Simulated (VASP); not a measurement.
# Cu32O15F (a cell with a defect) in VASP: single point with PBE

Aim: the single point of Cu32O15F (a cell with a defect) with PBE.

Program: VASP 6.6.1. These are calculated values, not measurements. Logs are shortened: lines on timing, memory, paths and dates and some standing lists are left out, and cuts for length are marked.

## 1. The cell of the first run

The cell holds a defect, 48 atoms: a = 8.520 Å, b = 8.520 Å, c = 8.520 Å, α = 90.00°, β = 90.00°, γ = 90.00°.

## 2. Single point, PBE

INCAR

```
SYSTEM = Cu32O15F
PREC = Accurate ; ENCUT = 520
EDIFF = 1E-7 ; ISMEAR = -1
SIGMA = 0.01 ; LREAL = Auto
LASPH = .TRUE. ; NELM = 100
ALGO = Normal ; ISIF = 2
LWAVE = .FALSE. ; LCHARG = .FALSE.
GGA = PE ; NBANDS = 254
NELECT = 448.0 ; LUSENCCL = .FALSE.
```

KPOINTS

```
regular mesh
0
G
  2 2 2
  0 0 0
```

POSCAR

```
Cu32O15F
1.0
    8.5200000000      0.0000000000      0.0000000000
    0.0000000000      8.5200000000      0.0000000000
    0.0000000000      0.0000000000      8.5200000000
Cu F O
32 1 15
Direct
    0.1326230275      0.1326230275      0.1326230275
    0.1214306417      0.1214306417      0.6313901136
    0.1214306417      0.6313901136      0.1214306417
    0.1286611976      0.6214385430      0.6214385430
    0.6313901136      0.1214306417      0.1214306417
    0.6214385430      0.1286611976      0.6214385430
    0.6214385430      0.6214385430      0.1286611976
    0.6257293168      0.6257293168      0.6257293168
    0.1286611976      0.3785614570      0.3785614570
    0.1214306417      0.3686098864      0.8785693583
    0.1214306417      0.8785693583      0.3686098864
    0.1326230275      0.8673769725      0.8673769725
    0.6257293168      0.3742706832      0.3742706832
    0.6214385430      0.3785614570      0.8713388024
    0.6214385430      0.8713388024      0.3785614570
    0.6313901136      0.8785693583      0.8785693583
    0.3785614570      0.3785614570      0.1286611976
    0.3742706832      0.3742706832      0.6257293168
    0.3686098864      0.8785693583      0.1214306417
    0.3785614570      0.8713388024      0.6214385430
    0.8785693583      0.3686098864      0.1214306417
    0.8713388024      0.3785614570      0.6214385430
    0.8673769725      0.8673769725      0.1326230275
    0.8785693583      0.8785693583      0.6313901136
    0.3785614570      0.1286611976      0.3785614570
    0.3686098864      0.1214306417      0.8785693583
    0.3742706832      0.6257293168      0.3742706832
    0.3785614570      0.6214385430      0.8713388024
    0.8785693583      0.1214306417      0.3686098864
    0.8673769725      0.1326230275      0.8673769725
    0.8713388024      0.6214385430      0.3785614570
    0.8785693583      0.6313901136      0.8785693583
    0.0000000000      0.0000000000      0.0000000000
    0.0000000000      0.0000000000      0.5000000000
    0.0000000000      0.5000000000      0.0000000000
    0.0000000000      0.5000000000      0.5000000000
    0.5000000000      0.0000000000      0.0000000000
    0.5000000000      0.0000000000      0.5000000000
    0.5000000000      0.5000000000      0.0000000000
    0.5000000000      0.5000000000      0.5000000000
    0.2568867171      0.2568867171      0.2568867171
    0.2481652535      0.2481652535      0.7518347465
    0.2481652535      0.7518347465      0.2481652535
    0.2568867171      0.7431132829      0.7431132829
    0.7518347465      0.2481652535      0.2481652535
    0.7431132829      0.2568867171      0.7431132829
    0.7431132829      0.7431132829      0.2568867171
    0.7518347465      0.7518347465      0.7518347465
```

Potentials or basis: VASP PAW PBE potentials, release 64 (Cu, F, O).

Launch:

```sh
> cat potpaw_PBE.64/Cu/POTCAR potpaw_PBE.64/F/POTCAR potpaw_PBE.64/O/POTCAR > POTCAR
> mpirun -np 1 vasp_std > vasp.out
```

OUTCAR:

```text
SYSTEM = Cu32O15F
   PREC = Accurate
   ENCUT = 520
   EDIFF = 1E-7
   ISMEAR = -1
   LREAL = Auto
   LASPH = .TRUE.
   NELM = 100
   ISIF = 2
   GGA = PE
   NELECT = 448.0

 ion  position               nearest neighbor table
   1  0.133  0.133  0.133-  41 1.83  33 1.96
   2  0.121  0.121  0.631-  42 1.84  34 1.84
   3  0.121  0.631  0.121-  43 1.84  35 1.84
   4  0.129  0.621  0.621-  36 1.83  44 1.83
   5  0.631  0.121  0.121-  45 1.84  37 1.84
   6  0.621  0.129  0.621-  38 1.83  46 1.83
[... 24 lines left out ...]
  31  0.871  0.621  0.379-  36 1.83  47 1.83
  32  0.879  0.631  0.879-  48 1.84  35 1.84
  33  0.000  0.000  0.000-   1 1.96  12 1.96  23 1.96  30 1.96
  34  0.000  0.000  0.500-   2 1.84  11 1.84  24 1.84  29 1.84
  35  0.000  0.500  0.000-   3 1.84  10 1.84  21 1.84  32 1.84
  36  0.000  0.500  0.500-   4 1.83   9 1.83  22 1.83  31 1.83
  37  0.500  0.000  0.000-   5 1.84  16 1.84  19 1.84  26 1.84
  38  0.500  0.000  0.500-   6 1.83  15 1.83  20 1.83  25 1.83
[... 8 lines left out ...]
  47  0.743  0.743  0.257-   7 1.83  15 1.83  31 1.83  23 1.83
  48  0.752  0.752  0.752-  16 1.84  24 1.84  32 1.84   8 1.86

  LATTYP: Found a simple cubic cell.
 ALAT       =     8.5200000000

  Lattice vectors:

 A1 = (   8.5200000000,   0.0000000000,   0.0000000000)
 A2 = (   0.0000000000,   8.5200000000,   0.0000000000)
 A3 = (   0.0000000000,   0.0000000000,   8.5200000000)

Analysis of symmetry for initial positions (statically):
=====================================================================
 Subroutine PRICEL returns:
 Original cell was already a primitive cell.

 Routine SETGRP: Setting up the symmetry group for a
 simple cubic supercell.

 Subroutine GETGRP returns: Found 24 space group operations
 (whereof 24 operations were pure point group operations)
 out of a pool of 48 trial point group operations.

The static configuration has the point symmetry T_d .

Analysis of symmetry for dynamics (positions and initial velocities):
=====================================================================
 Subroutine PRICEL returns:
 Original cell was already a primitive cell.

 Routine SETGRP: Setting up the symmetry group for a
 simple cubic supercell.

 Subroutine GETGRP returns: Found 24 space group operations
 (whereof 24 operations were pure point group operations)
 out of a pool of 48 trial point group operations.

The dynamic configuration has the point symmetry T_d .

 Subroutine INISYM returns: Found 24 space group operations
 (whereof 24 operations are pure point group operations),
 and found     1 'primitive' translations

----------------------------------------------------------------------------------------

                                     Primitive cell

  volume of cell :     618.4702

  direct lattice vectors                    reciprocal lattice vectors
     8.520000000  0.000000000  0.000000000     0.117370892  0.000000000  0.000000000
     0.000000000  8.520000000  0.000000000     0.000000000  0.117370892  0.000000000
     0.000000000  0.000000000  8.520000000     0.000000000  0.000000000  0.117370892

  length of vectors
     8.520000000  8.520000000  8.520000000     0.117370892  0.117370892  0.117370892

  position of ions in fractional coordinates (direct lattice)
     0.132623028  0.132623028  0.132623028
     0.121430642  0.121430642  0.631390114
     0.121430642  0.631390114  0.121430642
     0.128661198  0.621438543  0.621438543
     0.631390114  0.121430642  0.121430642
     0.621438543  0.128661198  0.621438543
[... 40 lines left out ...]
     0.743113283  0.743113283  0.256886717
     0.751834747  0.751834747  0.751834747

  ion indices of the primitive-cell ions
   primitive index   ion index
                 1           1
                 2           2
                 3           3
                 4           4
                 5           5
                 6           6
[... 40 lines left out ...]
                47          47
                48          48

----------------------------------------------------------------------------------------

 KPOINTS: regular mesh

Automatic generation of k-mesh.
 Grid dimensions read from file:
 generate k-points for:    2    2    2

 Generating k-lattice:

  Cartesian coordinates                     Fractional coordinates (reciprocal lattice)
     0.058685446  0.000000000  0.000000000     0.500000000  0.000000000  0.000000000
     0.000000000  0.058685446  0.000000000     0.000000000  0.500000000  0.000000000
     0.000000000  0.000000000  0.058685446     0.000000000  0.000000000  0.500000000

  Length of vectors
     0.058685446  0.058685446  0.058685446

  Shift w.r.t. Gamma in fractional coordinates (k-lattice)
     0.000000000  0.000000000  0.000000000

 Subroutine IBZKPT returns following result:
 ===========================================

 Found      4 irreducible k-points:

 Following reciprocal coordinates:
            Coordinates               Weight
  0.000000  0.000000  0.000000      1.000000
  0.500000  0.000000  0.000000      3.000000
  0.500000  0.500000  0.000000      3.000000
  0.500000  0.500000  0.500000      1.000000
   k-points           NKPTS =      4   k-points in BZ     NKDIM =      4   number of bands    NBANDS=    254
   number of dos      NEDOS =    301   number of ions     NIONS =     48
   total plane-waves  NPLWV = 262144
   dimension x,y,z NGX =    64 NGY =   64 NGZ =   64
   dimension x,y,z NGXF=   128 NGYF=  128 NGZF=  128
   ions per type =              32   1  15
   NGX,Y,Z   is equivalent  to a cutoff of  12.49, 12.49, 12.49 a.u.
   NGXF,Y,Z  is equivalent  to a cutoff of  24.98, 24.98, 24.98 a.u.
 SYSTEM =  Cu32O15F
   PREC   = accura    normal or accurate (medium, high low for compatibility)
   ISTART =      0    job   : 0-new  1-cont  2-samecut
   ICHARG =      2    charge: 1-file 2-atom 10-const
   ISPIN  =      1    spin polarized calculation?
   LNONCOLLINEAR =      F non collinear calculations
   LSORBIT =      F    spin-orbit coupling
   LASPH  =      T    aspherical Exc in radial PAW
   ENCUT  =  520.0 eV  38.22 Ry    6.18 a.u.  15.84 15.84 15.84*2*pi/ulx,y,z
   NELM   =    100;   NELMIN=  2; NELMDL= -5     # of ELM steps
   EDIFF  = 0.1E-06   stopping-criterion for ELM
   LREAL  =      T    real-space projection
   EDIFFG = 0.1E-05   stopping-criterion for IOM
   NSW    =      0    number of steps for IOM
   IBRION =     -1    ionic relax: 0-MD 1-quasi-New 2-CG
   NFREE  =      0    steps in history (QN), initial steepest desc. (CG)
   ISIF   =      2    stress and relaxation
   ISYM   =      2    0-nonsym 1-usesym 2-fastsym
   POTIM  = 0.5000    time-step for ionic-motion
   TEBEG  =    0.0;   TEEND  =   0.0 temperature during run
   PSTRESS=    0.0 pullay stress
   NELECT =     448.0000    total number of electrons
   NUPDOWN=      -1.0000    fix difference up-down
   EMIN   =  10.00;   EMAX   =-10.00  energy-range for DOS
   EFERMI =   0.00;   METHOD = LEGACY
   ISMEAR =    -1;   SIGMA  =   0.01  broadening in eV -4-tet -1-fermi 0-gaus
   EFERMI_NEDOS =   21; number of points for ismear=-14 and -15
   IALGO  =     38    algorithm
   IMIX   =      4    mixing-type and parameters
     AMIX     =   0.40;   BMIX     =  1.00
     AMIX_MAG =   1.60;   BMIX_MAG =  1.00
  volume/ion in A,a.u.               =      12.88        86.95
  Fermi-wavevector in a.u.,A,eV,Ry     =   1.470261  2.778391 29.411289  2.161669
  Thomas-Fermi vector in A             =   2.585540
   LORBIT       =      0    0 simple, 1 ext, 2 COOP (PROOUT), +10 PAW based schemes
   GGA     = PE    functional components
   LHFCALC =     F    Hartree Fock is set to
   AEXX    =    0.0000 exact exchange contribution
   IVDW    =     0    specifies the selected vdW correction
   LEPSILON=     F    determine dielectric tensor
   LRPA    =     F    only Hartree local field effects (RPA)
 non-spin polarized calculation
  energy-cutoff  :      520.00
  volume of cell :      618.47
 maximum number of plane-waves:     16663
 NGX is ok and might be reduce to    64
   NGX = 31   NGY = 31   NGZ = 31

 number of electron     447.9999699 magnetization

 Free energy of the ion-electron system (eV)
  ---------------------------------------------------
  ext. energy  EPLUGINS =         0.00000000
  ---------------------------------------------------
  free energy    TOTEN  =      -218.64360555 eV

  energy without entropy =     -218.64360540  energy(sigma->0) =     -218.64360547

 E-fermi :   4.9215     XC(G=0): -11.0157

 val. band max:        4.7793170687   @ k =   0.0000   0.0000   0.0000
 cond. band min:       5.0526010818   @ k =   0.0000   0.0000   0.0000
 fundamental gap:      0.2732840131
 Fermi energy:         4.9214536216

 k-point     1 :       0.0000    0.0000    0.0000
  band No.  band energies     occupation
      1     -21.7127      2.00000
      2     -15.4081      2.00000
      3     -15.2344      2.00000
      4     -15.1148      2.00000
      5     -15.1148      2.00000
      6     -15.1148      2.00000
[... 228 lines left out ...]
    235       6.8009      0.00000
    236       6.8009      0.00000

 k-point     2 :       0.5000    0.0000    0.0000
  band No.  band energies     occupation
      1     -21.7127      2.00000
      2     -15.3345      2.00000
      3     -15.2877      2.00000
      4     -15.1811      2.00000
      5     -15.1566      2.00000
      6     -15.1139      2.00000
[... 228 lines left out ...]
    235       7.0434      0.00000
    236       7.0434      0.00000

 k-point     3 :       0.5000    0.5000    0.0000
  band No.  band energies     occupation
      1     -21.7127      2.00000
      2     -15.2629      2.00000
      3     -15.2629      2.00000
      4     -15.2563      2.00000
      5     -15.1741      2.00000
      6     -15.1458      2.00000
[... 228 lines left out ...]
    235       7.2763      0.00000
    236       7.3848      0.00000

 k-point     4 :       0.5000    0.5000    0.5000
  band No.  band energies     occupation
      1     -21.7127      2.00000
      2     -15.2503      2.00000
      3     -15.2503      2.00000
      4     -15.2503      2.00000
      5     -15.1646      2.00000
      6     -15.1646      2.00000
[... 228 lines left out ...]
    235       7.5912      0.00000
    236       7.7848      0.00000
 [bands above 236 left out]

------------------------ aborting loop because EDIFF is reached ----------------------------------------

  FORCE on cell =-STRESS in cart. coord.  units (eV):
  Direction    XX          YY          ZZ          XY          YZ          ZX
  --------------------------------------------------------------------------------------
  -------------------------------------------------------------------------------------
  Total        9.7592897      9.7592897      9.7592897      0.0000000      0.0000000     -0.0000000
  in kB       25.2819175     25.2819175     25.2819175      0.0000000      0.0000000     -0.0000000
  external PRESSURE =      25.2819175 kB  Pullay stress =       0.0000000 kB

 VOLUME and BASIS-vectors are now :
 -----------------------------------------------------------------------------
  energy-cutoff  :      520.00
  volume of cell :      618.47
      direct lattice vectors                 reciprocal lattice vectors
     8.520000000  0.000000000  0.000000000     0.117370892  0.000000000  0.000000000
     0.000000000  8.520000000  0.000000000     0.000000000  0.117370892  0.000000000
     0.000000000  0.000000000  8.520000000     0.000000000  0.000000000  0.117370892

 POSITION                                       TOTAL-FORCE (eV/Angst)
 -----------------------------------------------------------------------------------
      1.12995      1.12995      1.12995        -0.018599     -0.018599     -0.018599
      1.03459      1.03459      5.37944        -0.003997     -0.003997     -0.004080
      1.03459      5.37944      1.03459        -0.003997     -0.004080     -0.003997
      1.09619      5.29466      5.29466        -0.005202     -0.003317     -0.003317
      5.37944      1.03459      1.03459        -0.004080     -0.003997     -0.003997
      5.29466      1.09619      5.29466        -0.003317     -0.005202     -0.003317
[... 40 lines left out ...]
      6.33133      6.33133      2.18867         0.000350      0.000350     -0.000350
      6.40563      6.40563      6.40563        -0.009751     -0.009751     -0.009751
 -----------------------------------------------------------------------------------
    total drift:                               -0.000021     -0.000021     -0.000000

  FREE ENERGIE OF THE ION-ELECTRON SYSTEM (eV)
  ---------------------------------------------------
  free  energy   TOTEN  =      -218.6436055486 eV

  energy  without entropy=     -218.6436054009  energy(sigma->0) =     -218.64360547
```

It took 4.5 min on 1 × NVIDIA H100 80GB with 1 thread of Intel Xeon Platinum 8481C at 2.70GHz (Sapphire Rapids), shared host; peak memory 1.7 GiB.

Results:

| Quantity | Value |
| --- | --- |
| Free energy | -218.6436 eV |
| Largest force | 0.032 eV/Å |

Forces in eV/Å, atoms in the order of the input:
```
Cu  -0.019 -0.019 -0.019
Cu  -0.004 -0.004 -0.004
Cu  -0.004 -0.004 -0.004
Cu  -0.005 -0.003 -0.003
Cu  -0.004 -0.004 -0.004
Cu  -0.003 -0.005 -0.003
Cu  -0.003 -0.003 -0.005
Cu   0.009  0.009  0.009
Cu  -0.005  0.003  0.003
Cu  -0.004  0.004  0.004
Cu  -0.004  0.004  0.004
Cu  -0.019  0.019  0.019
Cu   0.009 -0.009 -0.009
Cu  -0.003  0.003  0.005
Cu  -0.003  0.005  0.003
Cu  -0.004  0.004  0.004
Cu   0.003  0.003 -0.005
Cu  -0.009 -0.009  0.009
Cu   0.004  0.004 -0.004
Cu   0.003  0.005 -0.003
Cu   0.004  0.004 -0.004
Cu   0.005  0.003 -0.003
Cu   0.019  0.019 -0.019
Cu   0.004  0.004 -0.004
Cu   0.003 -0.005  0.003
Cu   0.004 -0.004  0.004
Cu  -0.009  0.009 -0.009
Cu   0.003 -0.003  0.005
Cu   0.004 -0.004  0.004
Cu   0.019 -0.019  0.019
Cu   0.005 -0.003  0.003
Cu   0.004 -0.004  0.004
F    0.000  0.000  0.000
O    0.000  0.000  0.000
O    0.000  0.000  0.000
O    0.000  0.000  0.000
O    0.000  0.000  0.000
O    0.000  0.000  0.000
O    0.000  0.000  0.000
O    0.000  0.000  0.000
O    0.000  0.000  0.000
O    0.010  0.010 -0.010
O    0.010 -0.010  0.010
O    0.000  0.000  0.000
O   -0.010  0.010  0.010
O    0.000  0.000  0.000
O    0.000  0.000  0.000
O   -0.010 -0.010 -0.010
```

Levels at points of the mesh, in eV from the Fermi level:
```csv
k point,band 221,band 222,band 223,band 224,band 225,band 226,band 227,band 228
"(0.00, 0.00, 0.00)",-0.53,-0.14,-0.14,-0.14,0.13,1.11,1.11,1.18
"(0.50, 0.00, 0.00)",-0.37,-0.37,-0.23,-0.23,0.48,0.87,1.55,1.56
"(0.50, 0.50, 0.00)",-0.56,-0.42,-0.42,-0.32,0.72,1.20,1.20,1.40
"(0.50, 0.50, 0.50)",-0.58,-0.58,-0.58,-0.52,0.97,1.43,1.43,1.43
```

Caveat: the cell carries a net charge on a neutralising background, which shifts energy and pressure; the cell is charged against a uniform background, so pressure and absolute levels hang on convention.
